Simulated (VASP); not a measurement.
## BaTiO3: single point with PBE

The system is BaTiO3.

```
Ba Ti O
1.0
     4.01923    0.00000    0.00000
     0.00000    4.01923    0.00000
     0.00000    0.00000    4.01928
Ba Ti O
1 1 3
Direct
  0.00000 0.00000 0.00000
  0.50000 0.50000 0.50000
  0.48241 0.48241 0.95024
  0.50000 0.00000 0.50000
  0.00000 0.50000 0.50000
```

This cell differs from its parent crystal: atom 3 (O) moved by (-0.100, -0.200) A along [1 1 0] and z.

```json
{
  "Program": "VASP 6.6.1",
  "Task": "single point",
  "Functional": "PBE",
  "Potentials or basis": "VASP PAW PBE potentials, release 64 (Ba_sv, Ti_sv, O)",
  "Cutoff": "520 eV",
  "k mesh": "8 × 8 × 8",
  "Occupations": "gaussian, width 0.05 eV",
  "Spin": "no spin polarisation",
  "Dipole correction": "no",
  "Further INCAR settings": "ALGO = Normal; EDIFF = 1e-06; NBANDS = 28"
}
```

```json
{"Pressure": "4.6 GPa", "Largest force": "1.635 eV/Å", "Band gap on the k mesh": "1.79 eV (least direct gap 2.08 eV)"}
```

Forces in eV/Å, atoms in the order of the input:
```
Ba  -0.066 -0.066 -0.220
Ti  -0.017 -0.017  0.399
O    0.370  0.370  1.549
O    0.044 -0.331 -0.864
O   -0.331  0.044 -0.864
```

Stress tensor (GPa, compression positive):
```
3.21 0.07 0.33
0.07 3.21 0.33
0.33 0.33 7.49
```

Levels at points of the mesh, in eV from the valence-band top:
```tsv
k point	band 17	band 18	band 19	band 20	band 21	band 22	band 23	band 24
(0.00, 0.00, 0.00)	-1.08	-0.43	-0.31	-0.30	1.79	2.03	2.11	3.92
(0.50, 0.00, 0.00)	-1.81	-1.51	-0.95	-0.90	2.11	3.50	3.50	4.07
(0.50, 0.50, 0.00)	-1.86	-0.99	-0.99	-0.09	3.56	3.58	3.92	4.77
(0.00, 0.00, 0.50)	-1.95	-1.81	-0.71	-0.71	1.95	3.53	3.57	3.93
(0.50, 0.00, 0.50)	-1.69	-0.90	-0.89	-0.20	3.50	3.57	3.94	4.77
(0.50, 0.50, 0.50)	-2.42	-0.13	-0.11	0.00	4.15	4.18	4.19	6.44
```

Wall time 3.9 min on 1 thread of Intel(R) Xeon(R) Platinum 8488C (Sapphire Rapids) (shared host), peak memory 0.37 GiB.

Caveat: the cell differs from its parent crystal (atom 3 (O) moved by (-0.100, -0.200) A along [1 1 0] and z); the cell stands under pressure; spin-orbit coupling is left out, which moves the levels of the heavy elements; forces of over 1 eV/Å act on the atoms, so gaps and moduli don't describe the material at rest. A k mesh can miss the band edges.
